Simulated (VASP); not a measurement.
## Mn: single point with PBE

Mn:

```
Mn
1.0
    -1.48950    1.48950    1.48950
     1.48950   -1.48950    1.48950
     1.48950    1.48950   -1.48950
Mn
1
Direct
  0.00000 0.00000 0.00000
```

This isn't the form of Mn at room conditions, which is a 58-atom cubic cell.

```
Program                : VASP 6.6.1
Task                   : single point
Functional             : PBE
Potentials or basis    : VASP PAW PBE potentials, release 64 (Mn_pv)
Cutoff                 : 500 eV
k mesh                 : 8 × 8 × 8
Occupations            : fermi-dirac, width 0.1 eV
Spin                   : collinear spin, ferromagnetic start
Starting moments       : [1.23] μB
Dipole correction      : no
Further INCAR settings : ALGO = Normal; EDIFF = 1e-06; NBANDS = 16
```

```json
{
 "Pressure": "-30.5 GPa",
 "Net moment": "1.11 μB per cell",
 "Site moments": "Mn +1.14 μB",
 "Valence electrons inside the program's atomic spheres": "Mn 11.64"
}
```

Levels at points of the mesh, in eV from the Fermi level:
Spin up:
```csv
k point,band 5,band 6,band 7,band 8,band 9,band 10
"(0.00, 0.00, 0.00)",-1.34,-1.34,-1.34,-0.13,-0.13,22.31
"(0.50, 0.00, 0.00)",-2.38,-0.09,0.06,0.72,1.23,7.22
"(0.50, 0.50, 0.50)",-3.75,0.97,0.97,0.97,9.22,9.22
```
Spin down:
| k point | band 3 | band 4 | band 5 | band 6 | band 7 | band 8 | band 9 | band 10 |
| --- | --- | --- | --- | --- | --- | --- | --- | --- |
| (0.00, 0.00, 0.00) | -47.02 | -7.35 | -0.44 | -0.44 | -0.44 | 1.34 | 1.34 | 22.17 |
| (0.50, 0.00, 0.00) | -47.02 | -3.29 | -1.58 | 0.76 | 1.23 | 1.56 | 2.27 | 7.89 |
| (0.50, 0.50, 0.50) | -47.30 | -2.78 | -2.78 | 1.99 | 1.99 | 1.99 | 9.34 | 9.34 |

Run time: 23 s on 1 thread of Intel Xeon 8259CL, with other jobs on the host, peak memory 0.14 GiB.

Caveat: the k points lie up to 0.37 Å⁻¹ apart.
